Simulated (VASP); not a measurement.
# Al3Pd (Pm-3m) in VASP: single point with PBE

Aim: the single point of Al3Pd with PBE.

Program: VASP 6.6.1. These are calculated values, not measurements. Logs are shortened: lines on timing, memory, paths and dates and some standing lists are left out, and cuts for length are marked.

**1. The cell of the first run**

It takes space group Pm-3m (No. 221, cubic). The conventional cell has a = 3.947 Å, b = 3.947 Å, c = 3.947 Å, α = 90.00°, β = 90.00°, γ = 90.00°. Within 3.7 Å of Al (site symmetry 4/mmm) lie 8 Al at 2.79 Å and 4 Pd at 2.79 Å. Within 3.7 Å of Pd (site symmetry m-3m) lie 12 Al at 2.79 Å.

**2. Single point, PBE**

Contents of INCAR:

```
SYSTEM = Al3Pd
ALGO     = Normal         ! electronic algorithm
EDIFF    = 1E-6           ! SCF threshold, eV
ENCUT    = 630            ! plane-wave cutoff, eV
GGA      = PE             ! functional
GGA_COMPAT= .FALSE.      
ISIF     = 2              ! what is computed and relaxed
ISMEAR   = 0              ! smearing method
LASPH    = .TRUE.         ! aspherical terms in the spheres
LCHARG   = .FALSE.        ! write CHGCAR
LREAL    = .FALSE.        ! projectors in reciprocal space
LWAVE    = .FALSE.        ! write WAVECAR
NBANDS   = 22             ! bands
NELM     = 120            ! most SCF steps
PREC     = Accurate       ! precision mode
SIGMA    = 0.1            ! smearing width, eV
```

Contents of KPOINTS:

```
k-points
0
G
  1 1 1
  0 0 0
```

Contents of POSCAR:

```
Al3Pd
1.0
    3.9469100000      0.0000000000      0.0000000000
    0.0000000000      3.9469100000      0.0000000000
    0.0000000000      0.0000000000      3.9469100000
Al Pd
3 1
Direct
    0.0000000000      0.5000000000      0.5000000000
    0.5000000000      0.0000000000      0.5000000000
    0.5000000000      0.5000000000      0.0000000000
    0.0000000000      0.0000000000      0.0000000000
```

Potentials or basis: VASP PAW PBE potentials, release 64 (Al, Pd_sv_GW).

On the command line:

```sh
$ cat potpaw_PBE.64/Al/POTCAR potpaw_PBE.64/Pd_sv_GW/POTCAR > POTCAR
$ mpirun -np 1 vasp_gam > vasp.out
```

OUTCAR:

```text
SYSTEM = Al3Pd
   EDIFF = 1E-6
   ENCUT = 630
   GGA = PE
   ISIF = 2
   ISMEAR = 0
   LASPH = .TRUE.
   LREAL = .FALSE.
   NELM = 120
   PREC = Accurate

 ion  position               nearest neighbor table
   1  0.000  0.500  0.500-   2 2.79   3 2.79   4 2.79   3 2.79   4 2.79   2 2.79   4 2.79   4 2.79
                             2 2.79   3 2.79   3 2.79   2 2.79
   2  0.500  0.000  0.500-   1 2.79   3 2.79   4 2.79   3 2.79   4 2.79   1 2.79   3 2.79   3 2.79
                             1 2.79   4 2.79   4 2.79   1 2.79
   3  0.500  0.500  0.000-   1 2.79   2 2.79   4 2.79   1 2.79   2 2.79   2 2.79   4 2.79   2 2.79
                             1 2.79   4 2.79   1 2.79   4 2.79
   4  0.000  0.000  0.000-   1 2.79   2 2.79   3 2.79   1 2.79   2 2.79   1 2.79   3 2.79   1 2.79
                             2 2.79   3 2.79   2 2.79   3 2.79

  LATTYP: Found a simple cubic cell.
 ALAT       =     3.9469100000

  Lattice vectors:

 A1 = (   3.9469100000,   0.0000000000,   0.0000000000)
 A2 = (   0.0000000000,   3.9469100000,   0.0000000000)
 A3 = (   0.0000000000,   0.0000000000,   3.9469100000)

Analysis of symmetry for initial positions (statically):
=====================================================================
 Subroutine PRICEL returns:
 Original cell was already a primitive cell.

 Routine SETGRP: Setting up the symmetry group for a
 simple cubic supercell.

 Subroutine GETGRP returns: Found 48 space group operations
 (whereof 48 operations were pure point group operations)
 out of a pool of 48 trial point group operations.

The static configuration has the point symmetry O_h .

Analysis of symmetry for dynamics (positions and initial velocities):
=====================================================================
 Subroutine PRICEL returns:
 Original cell was already a primitive cell.

 Routine SETGRP: Setting up the symmetry group for a
 simple cubic supercell.

 Subroutine GETGRP returns: Found 48 space group operations
 (whereof 48 operations were pure point group operations)
 out of a pool of 48 trial point group operations.

The dynamic configuration has the point symmetry O_h .

 Subroutine INISYM returns: Found 48 space group operations
 (whereof 48 operations are pure point group operations),
 and found     1 'primitive' translations

----------------------------------------------------------------------------------------

                                     Primitive cell

  volume of cell :      61.4854

  direct lattice vectors                    reciprocal lattice vectors
     3.946910000  0.000000000  0.000000000     0.253362757  0.000000000  0.000000000
     0.000000000  3.946910000  0.000000000     0.000000000  0.253362757  0.000000000
     0.000000000  0.000000000  3.946910000     0.000000000  0.000000000  0.253362757

  length of vectors
     3.946910000  3.946910000  3.946910000     0.253362757  0.253362757  0.253362757

  position of ions in fractional coordinates (direct lattice)
     0.000000000  0.500000000  0.500000000
     0.500000000  0.000000000  0.500000000
     0.500000000  0.500000000  0.000000000
     0.000000000  0.000000000  0.000000000

  ion indices of the primitive-cell ions
   primitive index   ion index
                 1           1
                 2           2
                 3           3
                 4           4

----------------------------------------------------------------------------------------

 KPOINTS: k-points

Automatic generation of k-mesh.
 Grid dimensions read from file:
 generate k-points for:    1    1    1

 Generating k-lattice:

  Cartesian coordinates                     Fractional coordinates (reciprocal lattice)
     0.253362757  0.000000000  0.000000000     1.000000000  0.000000000  0.000000000
     0.000000000  0.253362757  0.000000000     0.000000000  1.000000000  0.000000000
     0.000000000  0.000000000  0.253362757     0.000000000  0.000000000  1.000000000

  Length of vectors
     0.253362757  0.253362757  0.253362757

  Shift w.r.t. Gamma in fractional coordinates (k-lattice)
     0.000000000  0.000000000  0.000000000

 Subroutine IBZKPT returns following result:
 ===========================================

 Found      1 irreducible k-points:

 Following reciprocal coordinates:
            Coordinates               Weight
  0.000000  0.000000  0.000000      1.000000
   k-points           NKPTS =      1   k-points in BZ     NKDIM =      1   number of bands    NBANDS=     22
   number of dos      NEDOS =    301   number of ions     NIONS =      4
   total plane-waves  NPLWV =  32768
   dimension x,y,z NGX =    32 NGY =   32 NGZ =   32
   dimension x,y,z NGXF=    64 NGYF=   64 NGZF=   64
   ions per type =               3   1
   NGX,Y,Z   is equivalent  to a cutoff of  13.48, 13.48, 13.48 a.u.
   NGXF,Y,Z  is equivalent  to a cutoff of  26.96, 26.96, 26.96 a.u.
 SYSTEM =  Al3Pd
   PREC   = accura    normal or accurate (medium, high low for compatibility)
   ISTART =      0    job   : 0-new  1-cont  2-samecut
   ICHARG =      2    charge: 1-file 2-atom 10-const
   ISPIN  =      1    spin polarized calculation?
   LNONCOLLINEAR =      F non collinear calculations
   LSORBIT =      F    spin-orbit coupling
   LASPH  =      T    aspherical Exc in radial PAW
   ENCUT  =  630.0 eV  46.30 Ry    6.80 a.u.   8.08  8.08  8.08*2*pi/ulx,y,z
   NELM   =    120;   NELMIN=  2; NELMDL= -5     # of ELM steps
   EDIFF  = 0.1E-05   stopping-criterion for ELM
   LREAL  =      F    real-space projection
   EDIFFG = 0.1E-04   stopping-criterion for IOM
   NSW    =      0    number of steps for IOM
   IBRION =     -1    ionic relax: 0-MD 1-quasi-New 2-CG
   NFREE  =      0    steps in history (QN), initial steepest desc. (CG)
   ISIF   =      2    stress and relaxation
   ISYM   =      2    0-nonsym 1-usesym 2-fastsym
   POTIM  = 0.5000    time-step for ionic-motion
   TEBEG  =    0.0;   TEEND  =   0.0 temperature during run
   PSTRESS=    0.0 pullay stress
   NELECT =      27.0000    total number of electrons
   NUPDOWN=      -1.0000    fix difference up-down
   EMIN   =  10.00;   EMAX   =-10.00  energy-range for DOS
   EFERMI =   0.00;   METHOD = LEGACY
   ISMEAR =     0;   SIGMA  =   0.10  broadening in eV -4-tet -1-fermi 0-gaus
   EFERMI_NEDOS =   21; number of points for ismear=-14 and -15
   IALGO  =     38    algorithm
   IMIX   =      4    mixing-type and parameters
     AMIX     =   0.40;   BMIX     =  1.00
     AMIX_MAG =   1.60;   BMIX_MAG =  1.00
  volume/ion in A,a.u.               =      15.37       103.73
  Fermi-wavevector in a.u.,A,eV,Ry     =   1.244339  2.351461 21.066997  1.548381
  Thomas-Fermi vector in A             =   2.378610
   LORBIT       =      0    0 simple, 1 ext, 2 COOP (PROOUT), +10 PAW based schemes
   GGA     = PE    functional components
   LHFCALC =     F    Hartree Fock is set to
   AEXX    =    0.0000 exact exchange contribution
   IVDW    =     0    specifies the selected vdW correction
   LEPSILON=     F    determine dielectric tensor
   LRPA    =     F    only Hartree local field effects (RPA)
 non-spin polarized calculation
 Gauss-broadening in eV      SIGMA  =   0.10
  energy-cutoff  :      630.00
  volume of cell :       61.49
 maximum number of plane-waves:      1103
   NGX = 17   NGY = 17   NGZ = 17

 number of electron      27.0000003 magnetization

 Free energy of the ion-electron system (eV)
  ---------------------------------------------------
  ext. energy  EPLUGINS =         0.00000000
  ---------------------------------------------------
  free energy    TOTEN  =       -12.17301817 eV

  energy without entropy =      -12.11659922  energy(sigma->0) =      -12.14480870

 E-fermi :   9.2134     XC(G=0): -11.1707

 val. band max:        6.7521452231   @ k =   0.0000   0.0000   0.0000
 cond. band min:       9.2134287023   @ k =   0.0000   0.0000   0.0000
 fundamental gap:      2.4612834792
 Fermi energy:         9.2134287022

 k-point     1 :       0.0000    0.0000    0.0000
  band No.  band energies     occupation
      1     -77.6556      2.00000
      2     -43.3032      2.00000
      3     -43.3032      2.00000
      4     -43.3032      2.00000
      5      -2.0294      2.00000
      6       3.2056      2.00000
[... 14 lines left out ...]
     21      16.6619      0.00000
     22      16.6619      0.00000

------------------------ aborting loop because EDIFF is reached ----------------------------------------

  FORCE on cell =-STRESS in cart. coord.  units (eV):
  Direction    XX          YY          ZZ          XY          YZ          ZX
  --------------------------------------------------------------------------------------
  -------------------------------------------------------------------------------------
  Total       -4.3313894     -4.3313894     -4.3313894     -0.0000000      0.0000000      0.0000000
  in kB     -112.8667814   -112.8667814   -112.8667814     -0.0000000      0.0000000      0.0000000
  external PRESSURE =    -112.8667814 kB  Pullay stress =       0.0000000 kB

 VOLUME and BASIS-vectors are now :
 -----------------------------------------------------------------------------
  energy-cutoff  :      630.00
  volume of cell :       61.49
      direct lattice vectors                 reciprocal lattice vectors
     3.946910000  0.000000000  0.000000000     0.253362757  0.000000000  0.000000000
     0.000000000  3.946910000  0.000000000     0.000000000  0.253362757  0.000000000
     0.000000000  0.000000000  3.946910000     0.000000000  0.000000000  0.253362757

 POSITION                                       TOTAL-FORCE (eV/Angst)
 -----------------------------------------------------------------------------------
      0.00000      1.97345      1.97345         0.000000      0.000000      0.000000
      1.97345      0.00000      1.97345         0.000000      0.000000      0.000000
      1.97345      1.97345      0.00000         0.000000      0.000000      0.000000
      0.00000      0.00000      0.00000         0.000000      0.000000      0.000000
 -----------------------------------------------------------------------------------
    total drift:                                0.000000      0.000000      0.000000

  FREE ENERGIE OF THE ION-ELECTRON SYSTEM (eV)
  ---------------------------------------------------
  free  energy   TOTEN  =       -12.1730181747 eV

  energy  without entropy=      -12.1165992164  energy(sigma->0) =      -12.14480870
```

It took 4.8 s on 1 thread of AMD EPYC 9R45 (Zen 5), shared host; peak memory 0.14 GiB.

What came out:

```yaml
Free_energy: -12.1730 eV
Pressure: -11.3 GPa
Band_gap_on_the_k_mesh: zero (an odd number of electrons rules out a gap without spin polarisation)
```

Caveat: the k points lie up to 1.59 Å⁻¹ apart, too coarse for converged energies and pressures of a metal.

The gap in the log of VASP goes by the Fermi energy; the results here count the filled bands.